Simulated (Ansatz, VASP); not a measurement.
One calculation of KMgF3, two programs

Contents of INCAR:

```
SYSTEM = KMgF3
ALGO = Normal ; EDIFF = 1E-6
ENCUT = 520 ; GGA = PS
ISIF = 2 ; ISMEAR = 0
LASPH = .True. ; LCHARG = .False.
LREAL = .False. ; LWAVE = .False.
NBANDS = 24 ; NELM = 80
PREC = Accurate ; SIGMA = 0.02
```

File KPOINTS:

```
k-points
0
Gamma
  6 6 6
  0 0 0
```

Contents of POSCAR:

```
KMgF3
1.0
    3.9094128415      0.0000000000      0.0000000000
    0.0000000000      3.9094128415      0.0000000000
    0.0000000000      0.0000000000      3.9094128415
K Mg F
1 1 3
Direct
    0.5000000000      0.5000000000      0.5000000000
    0.0000000000      0.0000000000      0.0000000000
    0.5000000000      0.0000000000      0.0000000000
    0.0000000000      0.5000000000      0.0000000000
    0.0000000000      0.0000000000      0.5000000000
```

Input for Ansatz:

```yaml
crystal:
  lattice:
    - [3.9094128428, 0.0, 0.0]
    - [0.0, 3.9094128428, 0.0]
    - [0.0, 0.0, 3.9094128428]
  atoms:
    - { symbol: K, position: [0.5, 0.5, 0.5] }
    - { symbol: Mg, position: [0.0, 0.0, 0.0] }
    - { symbol: F, position: [0.5, 0.0, 0.0] }
    - { symbol: F, position: [0.0, 0.5, 0.0] }
    - { symbol: F, position: [0.0, 0.0, 0.5] }
basis:
  ecutwfc: 420
kpoints:
  mp_grid: { grid: [6, 6, 6] }
hamiltonian:
  xc: pbesol
scf:
  occupations: { method: gaussian, width: 0.02 }
output:
  forces: true
  stress: true
  eigenvalues: true
```

Alike in both runs: task single point; functional PBEsol; k mesh 6 × 6 × 6; occupations gaussian, width 0.02 eV; no spin polarisation.

|  | VASP | Ansatz |
| --- | --- | --- |
| version | VASP 6.6.1 | Ansatz 0.2.0 |
| potentials or method | VASP PAW PBE potentials, release 64 (K_sv, Mg, F), cutoff 520 eV | scalar-relativistic, plane waves, PAW |
| valence electrons in the cell | 32 | 40 |

```tsv
	VASP	Ansatz	Ansatz less VASP
gap on the k mesh at the Fermi level (eV)	7.57	7.59	+0.023
least direct gap on the mesh (eV)	7.89	7.91	+0.021
pressure (GPa)	4.8	5.2	+0.35
```

VASP's potentials were made for PBE, not for PBEsol. VASP's potentials hold 32 valence electrons a cell and Ansatz's 40, so a difference there can come from the potentials and not from the codes.
